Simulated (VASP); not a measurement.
Here is a VASP 6.6.1 calculation.

INCAR

```
PREC     = Accurate       # precision mode
ENCUT    = 520            # plane-wave cutoff, eV
EDIFF    = 1E-6           # SCF threshold, eV
ISMEAR   = 0              # smearing method
SIGMA    = 0.1            # smearing width, eV
LREAL    = F              # projectors in reciprocal space
LASPH    = T              # aspherical terms in the spheres
NELM     = 60             # most SCF steps
ALGO     = Normal         # electronic algorithm
ISIF     = 2              # what is computed and relaxed
LWAVE    = F              # write WAVECAR
LCHARG   = T              # write CHGCAR
GGA      = PE             # functional
LELF     = T              # ELF
LVHAR    = T            
NBANDS   = 34             # bands
```

Contents of KPOINTS:

```
Automatic mesh
0
Gamma
  4 4 4
```

Contents of POSCAR:

```
Tl3Te2
1.0
    5.8758299800      0.0000000000      0.0000000000
    0.0000000000      5.8758299800      0.0000000000
    0.0000000000      0.0000000000      5.8758299800
Tl Te
3 2
Direct
    0.5000000000      0.0000000000      0.0000000000
    0.0000000000      0.5000000000      0.0000000000
    0.0000000000      0.0000000000      0.5000000000
    0.5000000000      0.5000000000      0.5000000000
    0.0000000000      0.0000000000      0.0000000000
```

Potentials or basis: VASP PAW PBE potentials, release 64 (Tl_d, Te).

The run is started by

```sh
$ cat potpaw_PBE.64/Tl_d/POTCAR potpaw_PBE.64/Te/POTCAR > POTCAR
$ mpirun -np 1 vasp_std > vasp.out
```

Task: Estimate the pressure.

Result: 1.6 GPa.

Task: Predict the band gap on the k mesh.

Result: Zero (an odd number of electrons rules out a gap without spin polarisation).

Caveat: spin-orbit coupling is left out, which moves the levels of the heavy elements.
